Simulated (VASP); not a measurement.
# InGaO2: single point with PBE

InGaO2:

```
CELL_PARAMETERS angstrom
3.16144 0.00000 0.00000
0.00000 3.52200 0.00000
0.00000 0.00000 5.70641
ATOMIC_POSITIONS crystal
In 0.50000 0.50000 0.50000
Ga 0.00000 0.00000 0.00000
O 0.50000 0.00000 0.24604
O 0.50000 0.00000 0.75396
```

* Program: VASP 6.6.1
* Task: single point
* Functional: PBE
* Potentials or basis: VASP PAW PBE potentials, release 64 (In_d, Ga_d, O)
* Cutoff: 600 eV
* k mesh: 6 × 6 × 4
* Occupations: gaussian, width 0.1 eV
* Spin: no spin polarisation
* Dipole correction: no
* Further INCAR settings: ALGO = Normal; EDIFF = 1e-06; NBANDS = 27

| Property | Result |
| --- | --- |
| Pressure | -4.4 GPa |
| Largest force | 1.701 eV/Å |
| Band gap on the k mesh | zero (band 19 reaches 5.97 eV, above the bottom of band 20 at 4.16 eV) |

Forces in eV/Å, atoms in the order of the input:
```
In   0.000  0.000  0.000
Ga   0.000  0.000  0.000
O    0.000  0.000 -1.701
O    0.000  0.000  1.701
```

Stress tensor (GPa, compression positive):
```
-11.43   0.00   0.00
  0.00   3.21   0.00
  0.00   0.00  -4.91
```

Levels at points of the mesh, in eV from the Fermi level:
```tsv
k point	band 17	band 18	band 19	band 20	band 21	band 22
(0.00, 0.00, 0.00)	-3.46	-3.05	-2.99	1.32	1.69	5.68
(0.50, 0.00, 0.00)	-2.95	-2.90	-0.88	0.40	1.10	5.71
(0.00, 0.50, 0.00)	-2.99	-2.99	-0.94	-0.42	1.19	5.31
(0.50, 0.50, 0.00)	-4.61	-2.53	-1.30	1.67	2.06	2.84
(0.00, 0.00, 0.50)	-3.61	-3.29	-1.49	-1.39	4.76	5.79
(0.50, 0.00, 0.50)	-3.88	-3.10	0.42	0.58	1.76	3.80
(0.00, 0.50, 0.50)	-3.84	-3.05	0.38	0.71	1.03	3.49
(0.50, 0.50, 0.50)	-4.74	-4.38	-0.25	0.06	2.01	3.11
```

Run time: 43 s on 1 thread of Intel(R) Xeon(R) 6975P-C (Granite Rapids), with other jobs on the host, peak memory 0.25 GiB.

Caveat: spin-orbit coupling is left out, which moves the levels of the heavy elements; forces of over 1 eV/Å act on the atoms, so gaps and moduli don't describe the material at rest.
